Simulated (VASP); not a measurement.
Crystal: Co.

```xyz
3
Lattice="3.2270 0.0000 0.0000 -1.6135 2.7946 0.0000 0.0000 0.0000 3.6673" Properties=species:S:1:pos:R:3 pbc="T T T"
Co    0.7003    0.0000    0.6112
Co   -0.3501    0.6064    3.0561
Co    1.2634    2.1882    1.8337
```

* Program: VASP 6.6.1
* Task: relaxation of cell and atoms
* Functional: PBE
* Potentials or basis: VASP PAW PBE potentials, release 64 (Co)
* Cutoff: 600 eV
* k mesh: 6 × 6 × 6
* Occupations: gaussian, width 0.1 eV
* Spin: no spin polarisation

At the start: pressure 75.2 GPa; volume 11.02 Å³/atom.

**Question.** Where does the relaxation end?

**Answer.** Over 34 steps the energy falls by 2418.5 meV/atom and the volume is 10.24 Å³/atom (-7.1 %); space group P3_221 (No. 154, to 0.1 Å) before, Fm-3m (No. 225, to 0.1 Å).

The path:
| step | energy change (eV) | largest force (eV/Å) | pressure (GPa) | volume (Å³) |
| --- | --- | --- | --- | --- |
| 1 | 0.0000 | 11.9074 | 75.22 | 33.07 |
| 2 | -0.9265 | 0.4872 | -26.38 | 63.52 |
| 3 | -1.8356 | 0.4048 | -27.96 | 57.50 |
| 4 | -2.5876 | 0.1480 | -28.45 | 52.93 |
| 5 | -4.2663 | 0.4175 | -18.52 | 42.32 |
| 6 | -4.1125 | 2.5878 | 4.43 | 37.53 |
| 7 | -4.3643 | 0.8376 | -13.31 | 40.71 |
| 8 | -4.3704 | 1.0680 | -10.75 | 40.09 |
| 9 | -4.6888 | 1.0586 | 0.76 | 36.11 |
| 10 | -4.7175 | 1.0076 | 7.78 | 34.60 |
| 11 | -4.8642 | 0.1821 | 4.12 | 34.73 |
| 12 | -4.8738 | 0.0451 | 3.62 | 34.78 |
| 13 | -4.8746 | 0.0125 | -3.30 | 36.10 |
| 14 | -4.8816 | 0.0131 | -0.08 | 35.45 |
| 15 | -4.8824 | 0.0091 | 0.01 | 35.44 |
| 16 | -4.8857 | 0.0019 | -0.02 | 35.42 |
| 17 | -4.8949 | 0.0198 | -0.05 | 35.36 |
| 18 | -4.9256 | 0.0262 | -0.02 | 35.20 |
| 19 | -5.0786 | 0.0626 | 0.01 | 34.72 |
| 20 | -6.0241 | 0.0707 | -2.26 | 33.17 |
| 21 | -6.4369 | 0.5227 | 30.92 | 28.16 |
| 22 | -7.0926 | 0.4417 | -0.22 | 31.11 |
| 23 | -7.1510 | 0.5191 | 8.40 | 29.84 |
| 24 | -7.1843 | 0.5046 | 5.06 | 30.24 |
| 25 | -7.1755 | 0.5115 | 6.59 | 30.06 |
| 26 | -7.1960 | 0.4575 | 2.24 | 30.50 |
| 27 | -7.2026 | 0.3605 | -5.21 | 31.36 |
| 28 | -7.2052 | 0.3926 | -2.68 | 31.06 |
| 29 | -7.2158 | 0.3534 | -2.24 | 31.01 |
| 30 | -7.2386 | 0.2303 | -1.26 | 30.87 |
| 31 | -7.2418 | 0.0144 | 1.61 | 30.57 |
| 32 | -7.2475 | 0.0918 | 0.32 | 30.70 |
| 33 | -7.2550 | 0.0283 | -0.14 | 30.71 |
| 34 | -7.2555 | 0.0062 | -0.31 | 30.71 |

Final structure:
```
Co
1.0
     2.45163    0.00000    0.00000
    -1.22582    2.12317    0.00000
     0.00000    0.00000    5.89982
Co
3
Direct
  0.33279 0.00000 0.16667
  0.00000 0.33279 0.83333
  0.66721 0.66721 0.50000
```

Caveat: the k points lie up to 0.49 Å⁻¹ apart in the final cell; the highest band is partly filled, so the run has too few bands; a cell axis changed by over 15 % at a fixed basis, so the end point is rough; the run has no spin polarisation, though such a crystal can be magnetic.
